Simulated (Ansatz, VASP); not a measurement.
# Two plane-wave programs on AlRu

```
CELL_PARAMETERS angstrom
2.98250 0.00000 0.00000
0.00000 2.98250 0.00000
0.00000 0.00000 2.98250
ATOMIC_POSITIONS crystal
Al 0.00000 0.00000 0.00000
Ru 0.50000 0.50000 0.50000
```

Alike in both runs: task relaxation of cell and atoms; functional r2SCAN; k mesh 14 × 14 × 14; occupations gaussian, width 0.1 eV; no spin polarisation.

|  | VASP | Ansatz |
| --- | --- | --- |
| version | VASP 6.6.1 | Ansatz 0.2.0 |
| potentials or method | VASP PAW PBE potentials, release 64 (Al, Ru_pv), cutoff 600 eV | scalar-relativistic, plane waves, PAW |
| valence electrons in the cell | 17 | 19 |

Ansatz gave:

```
gap on the k mesh at the Fermi level, each at its own relaxed structure (eV)  : none
relaxed volume (Å³/atom)                                                      : 13.27
relaxed length of the cell vector where the two differ most in proportion (Å) : 2.983
```

**Question.** What did VASP give for the same quantities?

**Answer.** gap on the k mesh at the Fermi level, each at its own relaxed structure (eV): none; relaxed volume (Å³/atom): 13.28; relaxed length of the cell vector where the two differ most in proportion (Å): 2.983.

VASP's potentials were made for PBE, not for r2SCAN. A gap of «none» marks a metal or a gap that the smearing closes. VASP's potentials hold 17 valence electrons a cell and Ansatz's 19, so a difference there can come from the potentials and not from the codes.
